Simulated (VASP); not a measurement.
Write the native input for VASP 6.6.1 that does the following.

| Property | Result |
| --- | --- |
| Task | single point |
| Functional | revPBE |
| Potentials or basis | VASP PAW PBE potentials, release 64 (Al) |
| Cutoff | 520 eV |
| k mesh | 12 × 12 × 1 |
| Occupations | methfessel-paxton, width 0.1 eV |
| Spin | no spin polarisation |
| Dipole correction | yes |
| Further INCAR settings | ALGO = Normal; EDIFF = 1e-07; NBANDS = 26 |

The structure of Al lies in POSCAR:

```
Al
1.0
    2.8362844918      0.0000000000      0.0000000000
   -1.4181422459      2.4562944222      0.0000000000
    0.0000000000      0.0000000000     37.9748362768
Al
10
Direct
    0.3333333333      0.6666666667      0.2238324331
    0.0000000000      0.0000000000      0.2852030035
    0.6666666667      0.3333333333      0.3465735739
    0.0000000000      0.0000000000      0.4079441444
    0.3333333333      0.6666666667      0.4693147148
    0.0000000000      0.0000000000      0.5310567643
    0.6666666667      0.3333333333      0.5934972484
    0.0000000000      0.0000000000      0.6562763549
    0.3333333333      0.6666666667      0.7187164074
    0.0000000000      0.0000000000      0.7824548421
```

These files were run (other wordings do the same):

INCAR

```
SYSTEM = Al
ALGO = Normal ; DIPOL = 0.5 0.5 0.501
EDIFF = 1E-7 ; ENCUT = 520
GGA = RE ; IDIPOL = 3
ISIF = 2 ; ISMEAR = 1
LASPH = .True. ; LCHARG = .False.
LDIPOL = .True. ; LREAL = .False.
LWAVE = .False. ; NBANDS = 26
NELM = 80 ; PREC = Accurate
SIGMA = 0.1
```

KPOINTS

```
k-points
0
Gamma
  12 12 1
  0 0 0
```

Potentials or basis: VASP PAW PBE potentials, release 64 (Al).

The run is started by

```bash
$ cat potpaw_PBE.64/Al/POTCAR > POTCAR
$ mpirun -np 1 vasp_std > vasp.out
```

Results of the run:

```
Largest force          : 0.128 eV/Å
Band gap on the k mesh : zero (band 15 reaches 5.93 eV, above the bottom of band 16 at 2.42 eV)
```

Caveat: the PAW data sets were made with another functional, which shifts forces and pressure a little.

Wall time 2.9 min on 1 thread of Intel(R) Xeon(R) 6975P-C (Granite Rapids), with other jobs on the host, peak memory 0.42 GiB.
